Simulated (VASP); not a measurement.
# Cu in VASP: notebook, part 2 of 2

VASP 6.6.1. Earlier steps stand in the parts before.

### 3 Single point, PBE+D3(BJ)

The input, INCAR:

```
SYSTEM = Cu
ALGO = Fast
DIPOL = 0.5 0.5 0.501
EDIFF = 1E-6
ENCUT = 520
GGA = PE
IDIPOL = 3
ISIF = 2
ISMEAR = 0
IVDW = 12
LASPH = .True.
LCHARG = .False.
LDIPOL = .True.
LREAL = Auto
LWAVE = .False.
NBANDS = 102
NELM = 60
PREC = Accurate
SIGMA = 0.1
```

The input, KPOINTS:

```
k-points
0
Gamma
  4 4 1
  0 0 0
```

The input, POSCAR:

```
Cu
1.0
    5.0393684365      0.0000000000      0.0000000000
    0.0000000000      5.0393684365      0.0000000000
    0.0000000000      0.0000000000     21.3450573915
Cu
16
Direct
    0.2500000000      0.2500000000      0.3747940262
    0.2500000000      0.7500000000      0.3747940262
    0.7500000000      0.2500000000      0.3747940262
    0.7500000000      0.7500000000      0.3747940262
    0.5000000000      0.5000000000      0.4582646754
    0.5000000000      0.0000000000      0.4582646754
    0.0000000000      0.5000000000      0.4582646754
    0.0000000000      0.0000000000      0.4582646754
    0.7500000000      0.7500000000      0.5435007472
    0.7500000000      0.2500000000      0.5435007472
    0.2500000000      0.7500000000      0.5435007472
    0.2500000000      0.2500000000      0.5435007472
    0.0000000000      0.0000000000      0.6263064442
    0.0000000000      0.5000000000      0.6263064442
    0.5000000000      0.0000000000      0.6263064442
    0.5000000000      0.5000000000      0.6263064442
```

Potentials or basis: VASP PAW PBE potentials, release 64 (Cu).

Command:

```console
cat potpaw_PBE.64/Cu/POTCAR > POTCAR
mpirun -np 1 vasp_std > vasp.out
```

OUTCAR:

```text
SYSTEM = Cu
   EDIFF = 1E-6
   ENCUT = 520
   GGA = PE
   ISIF = 2
   ISMEAR = 0
   IVDW = 12
   LASPH = .True.
   LREAL = Auto
   NELM = 60
   PREC = Accurate
 IVDW          = 12

 ion  position               nearest neighbor table
   1  0.250  0.250  0.375-   2 2.52   3 2.52   2 2.52   3 2.52   7 2.52   8 2.52   5 2.52   6 2.52

   2  0.250  0.750  0.375-   1 2.52   4 2.52   1 2.52   4 2.52   7 2.52   8 2.52   5 2.52   6 2.52

   3  0.750  0.250  0.375-   1 2.52   4 2.52   4 2.52   1 2.52   7 2.52   8 2.52   5 2.52   6 2.52
[... 33 lines left out ...]
 A1 = (   5.0393684365,   0.0000000000,   0.0000000000)
 A2 = (   0.0000000000,   5.0393684365,   0.0000000000)
 A3 = (   0.0000000000,   0.0000000000,  21.3450573915)

Analysis of symmetry for initial positions (statically):
=====================================================================
 Subroutine PRICEL returns following result:

  LATTYP: Found a simple tetragonal cell.
 ALAT       =     2.5196842183
 C/A-ratio  =     8.4713224129

  Lattice vectors:

 A1 = (   2.5196842183,   0.0000000000,   0.0000000000)
[... 189 lines left out ...]
      5      -5.3142      2.00000
      6      -5.3012      2.00000
[... 607 lines left out ...]
     99       4.8479      0.00000
    100       4.8479      0.00000
 [bands above 100 left out]

------------------------ aborting loop because EDIFF is reached ----------------------------------------

 vacuum level on the upper side and lower side of the slab       (xc-potential included)        -0.090        -0.088

 Edisp (eV)   -6.69607

 E8    (eV) :    -2.9977

  FORCE on cell =-STRESS in cart. coord.  units (eV):
  Direction    XX          YY          ZZ          XY          YZ          ZX
  --------------------------------------------------------------------------------------
  -------------------------------------------------------------------------------------
  Total      -4.84870    -4.84870    -0.10139     0.00000     0.00000     0.00000
  in kB     -14.33133   -14.33133    -0.29968     0.00000     0.00000     0.00000
  external pressure =       -9.65 kB  Pullay stress =        0.00 kB

 VOLUME and BASIS-vectors are now :
 -----------------------------------------------------------------------------
  energy-cutoff  :      520.00
  volume of cell :      542.06
      direct lattice vectors                 reciprocal lattice vectors
     5.039368437  0.000000000  0.000000000     0.198437565  0.000000000  0.000000000
     0.000000000  5.039368437  0.000000000     0.000000000  0.198437565  0.000000000
     0.000000000  0.000000000 21.345057391     0.000000000  0.000000000  0.046849253

 POSITION                                       TOTAL-FORCE (eV/Angst)
 -----------------------------------------------------------------------------------
      1.25984      1.25984      8.00000         0.000000     -0.000000      0.038199
      1.25984      3.77953      8.00000        -0.000000      0.000000      0.038199
      3.77953      1.25984      8.00000        -0.000000     -0.000000      0.038199
      3.77953      3.77953      8.00000         0.000000      0.000000      0.038199
      2.51968      2.51968      9.78169        -0.000000     -0.000000     -0.061112
      2.51968      0.00000      9.78169         0.000000     -0.000000     -0.061112
[... 8 lines left out ...]
      2.51968      0.00000     13.36855        -0.000000      0.000000      0.023227
      2.51968      2.51968     13.36855         0.000000     -0.000000      0.023227
 -----------------------------------------------------------------------------------
    total drift:                               -0.000000     -0.000000      0.004488

  FREE ENERGIE OF THE ION-ELECTRON SYSTEM (eV)
  ---------------------------------------------------
  free  energy   TOTEN  =       -61.4194692621 eV

  energy  without entropy=      -61.3691290967  energy(sigma->0) =      -61.39429918

 vacuum level on the upper side and lower side of the slab         4.191         4.194
```

Wall time 13 min (1 thread of Oxide Virtual Turin-like, shared host); peak memory 0.6 GiB.

What came out:

* Free energy: -61.4195 eV
* Largest force: 0.061 eV/Å
* Band gap on the k mesh: zero (bands 88 and 89 overlap by 0.92 eV)
* Dispersion energy per atom: -0.419 eV

Forces in eV/Å, atoms in the order of the input:
```
Cu   0.000  0.000  0.038
Cu   0.000  0.000  0.038
Cu   0.000  0.000  0.038
Cu   0.000  0.000  0.038
Cu   0.000  0.000 -0.061
Cu   0.000  0.000 -0.061
Cu   0.000  0.000 -0.061
Cu   0.000  0.000 -0.061
Cu   0.000  0.000  0.000
Cu   0.000  0.000  0.000
Cu   0.000  0.000  0.000
Cu   0.000  0.000  0.000
Cu   0.000  0.000  0.023
Cu   0.000  0.000  0.023
Cu   0.000  0.000  0.023
Cu   0.000  0.000  0.023
```

### 4 Single point, PBE+D3(BJ)

This run uses another cell than the first one.

The input, INCAR:

```
SYSTEM = Cu
PREC = Accurate
ENCUT = 520
EDIFF = 1E-7
ISMEAR = 0
SIGMA = 0.1
LREAL = Auto
LASPH = .True.
NELM = 60
ALGO = Fast
ISIF = 2
LWAVE = .False.
LCHARG = .True.
LDIPOL = .True.
IDIPOL = 3
DIPOL = 0.5 0.5 0.458
GGA = PE
IVDW = 12
LELF = .True.
LVHAR = .True.
LVACPOTAV = .True.
NBANDS = 102
```

The input, KPOINTS:

```
regular mesh
0
Gamma
  4 4 1
  0 0 0
```

The input, POSCAR:

```
Cu
1.0
    5.0393684365      0.0000000000      0.0000000000
    0.0000000000      5.0393684365      0.0000000000
    0.0000000000      0.0000000000     23.3450573915
Cu
16
Direct
    0.2500000000      0.2500000000      0.3426849575
    0.2500000000      0.7500000000      0.3426849575
    0.7500000000      0.2500000000      0.3426849575
    0.7500000000      0.7500000000      0.3426849575
    0.5000000000      0.5000000000      0.4190045727
    0.5000000000      0.0000000000      0.4190045727
    0.0000000000      0.5000000000      0.4190045727
    0.0000000000      0.0000000000      0.4190045727
    0.7527011620      0.7521988441      0.4968956916
    0.7525282436      0.2474474963      0.4972616613
    0.2475006031      0.7524966209      0.4968498901
    0.2478083308      0.2472858433      0.4968946567
   -0.0005252866      0.0005259526      0.5775542346
    0.0021062091      0.5014534169      0.5714309170
    0.4984406391     -0.0021024720      0.5714538651
    0.5004056837      0.4996293153      0.5710448283
```

Command:

```console
cat potpaw_PBE.64/Cu/POTCAR > POTCAR
mpirun -np 1 vasp_std > vasp.out
```

It took 21 min on 1 thread of Oxide Virtual Turin-like, shared host; peak memory 0.76 GiB.

Results (log left out):

| Item | Value |
| --- | --- |
| Free energy | -61.3831 eV |
| Largest force | 0.410 eV/Å |
| Band gap on the k mesh | zero (bands 88 and 89 overlap by 0.92 eV) |
| Dispersion energy per atom | -0.418 eV |

Forces on the atoms (eV/Å):
```
Cu   0.001  0.002  0.041
Cu   0.002 -0.002  0.039
Cu  -0.001  0.001  0.040
Cu  -0.002 -0.001  0.041
Cu   0.007 -0.007 -0.002
Cu   0.009  0.005 -0.048
Cu  -0.005 -0.009 -0.048
Cu  -0.007  0.007 -0.138
Cu  -0.056 -0.042  0.012
Cu  -0.042  0.042 -0.022
Cu   0.056 -0.056 -0.003
Cu   0.043  0.056  0.012
Cu  -0.014  0.012 -0.410
Cu  -0.043 -0.026  0.176
Cu   0.029  0.043  0.173
Cu   0.024 -0.025  0.135
```

Levels at points of the mesh, in eV from the Fermi level:
```csv
k point,band 86,band 87,band 88,band 89,band 90,band 91
"(0.00, 0.00, 0.00)",-0.33,-0.33,-0.29,-0.02,-0.02,-0.02
"(0.50, 0.00, 0.00)",-1.06,0.77,0.79,0.80,0.82,1.25
"(0.00, 0.50, 0.00)",-1.06,0.77,0.79,0.80,0.82,1.25
"(0.50, 0.50, 0.00)",-1.17,-1.16,-1.16,0.31,0.33,0.33
```
